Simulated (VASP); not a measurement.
Input of a VASP 6.6.1 run:

The input INCAR:

```
SYSTEM = Ge2P
  PREC = Accurate
  ENCUT = 600
  EDIFF = 1E-7
  ISMEAR = 0
  SIGMA = 0.1
  LREAL = .False.
  LASPH = .True.
  NELM = 80
  ALGO = Normal
  ISIF = 3
  LWAVE = .False.
  LCHARG = .False.
  GGA = PE
  IBRION = 2
  NSW = 90
  EDIFFG = -0.04
```

KPOINTS

```
regular mesh
0
Gamma
  6 6 6
  0 0 0
```

The input POSCAR:

```
Ge2P
1.0
    0.0000000000      3.1817577029      3.1817577029
    3.1817577029      0.0000000000      3.1817577029
    3.1817577029      3.1817577029      0.0000000000
Ge P
2 1
Direct
    0.2500000000      0.2500000000      0.2500000000
    0.7500000000      0.7500000000      0.7500000000
    0.0000000000      0.0000000000      0.0000000000
```

Potentials or basis: VASP PAW PBE potentials, release 64 (Ge_d, P).

Launch:

```console
$ cat potpaw_PBE.64/Ge_d/POTCAR potpaw_PBE.64/P/POTCAR > POTCAR
$ mpirun -np 1 vasp_std > vasp.out
```

**Question.** What does it give for the relaxed cell?

**Answer.** a = 4.425 Å, b = 4.425 Å, c = 4.425 Å, α = 60.00°, β = 60.00°, γ = 60.00°.

**Question.** Predict the relaxed volume.

**Answer.** 20.43 Å³/atom.

**Question.** Estimate the space group after relaxing (to 0.1 Å).

**Answer.** Fm-3m (No. 225).

**Question.** Predict the band gap on the k mesh.

**Answer.** Zero (an odd number of electrons rules out a gap without spin polarisation).

The path:
```csv
step,energy change (eV),largest force (eV/Å),pressure (GPa),volume (Å³)
1,0.0000,0.0000,-2.56,64.42
2,-0.0248,0.0000,0.04,61.28
```
